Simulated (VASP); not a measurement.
Input of a VASP 6.6.1 run:

INCAR

```
SYSTEM = Zr3H
PREC = Accurate ; ENCUT = 520
EDIFF = 1E-6 ; ISMEAR = 0
SIGMA = 0.1 ; LREAL = .False.
LASPH = .True. ; NELM = 80
ALGO = Normal ; ISIF = 2
LWAVE = .False. ; LCHARG = .False.
GGA = PE ; NBANDS = 47
```

The input KPOINTS:

```
Automatic mesh
0
Gamma
  8 8 8
  0 0 0
```

Contents of POSCAR:

```
Zr3H
1.0
    5.3685563658      0.0000000000      0.0000000000
    0.0000000000      5.3685563658      0.0000000000
    0.0000000000      0.0000000000      5.3685563658
Zr H
6 2
Direct
    0.2500000000      0.0000000000      0.5000000000
    0.7500000000      0.0000000000      0.5000000000
    0.0000000000      0.5000000000      0.2500000000
    0.0000000000      0.5000000000      0.7500000000
    0.5000000000      0.7500000000      0.0000000000
    0.5000000000      0.2500000000      0.0000000000
    0.0000000000      0.0000000000      0.0000000000
    0.5000000000      0.5000000000      0.5000000000
```

Potentials or basis: VASP PAW PBE potentials, release 64 (Zr_sv, H).

The run is started by

```sh
$ cat potpaw_PBE.64/Zr_sv/POTCAR potpaw_PBE.64/H/POTCAR > POTCAR
$ mpirun -np 1 vasp_std > vasp.out
```

What does it give for the pressure?

0.0 GPa.

Predict the band gap on the k mesh.

zero (bands 37 and 38 overlap by 0.67 eV).
